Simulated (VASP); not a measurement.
A run of VASP 6.6.1 is set up as follows.

Contents of POSCAR:

```
In3Sb
1.0
    4.7735438970      0.0000000000      0.0000000000
    0.0000000000      4.7735438970      0.0000000000
    0.0000000000      0.0000000000      4.7735438970
In Sb
3 1
Direct
    0.5000000000      0.5000000000      0.0000000000
    0.5000000000      0.0000000000      0.5000000000
    0.0000000000      0.5000000000      0.5000000000
    0.0000000000      0.0000000000      0.0000000000
```

File INCAR.step1:

```
  ALGO = Normal
  EDIFF = 1E-4
  ENCUT = 520
  GGA = PE
  ISMEAR = -1
  LASPH = T
  LCHARG = F
  LREAL = F
  LWAVE = T
  NBANDS = 30
  NELM = 80
  PREC = Accurate
  SIGMA = 0.02
```

File INCAR.step2:

```
  ALGO = Normal
  EDIFF = 1E-6
  ENCUT = 520
  ISIF = 2
  ISMEAR = -1
  ISTART = 1
  LASPH = T
  LCHARG = T
  LELF = T
  LMIXTAU = T
  LREAL = F
  LVHAR = T
  LWAVE = F
  METAGGA = R2SCAN
  NBANDS = 30
  NELM = 80
  PREC = Accurate
  SIGMA = 0.02
```

File KPOINTS:

```
k-points
0
Gamma
  9 9 9
```

Potentials or basis: VASP PAW PBE potentials, release 64 (In_d, Sb).

Run with:

```bash
$ cat potpaw_PBE.64/In_d/POTCAR potpaw_PBE.64/Sb/POTCAR > POTCAR
$ cp INCAR.step1 INCAR
$ mpirun -np 1 vasp_std > vasp.out
$ cp INCAR.step2 INCAR
$ mpirun -np 1 vasp_std > vasp.out
```

Problem. Predict the band gap on the k mesh.

Solution. Zero (bands 22 and 23 overlap by 3.38 eV).

Problem. Estimate the pressure.

Solution. 0.0 GPa.

Caveat: the PAW data sets were made with another functional, which shifts forces and pressure a little; spin-orbit coupling is left out, which moves the levels of the heavy elements.
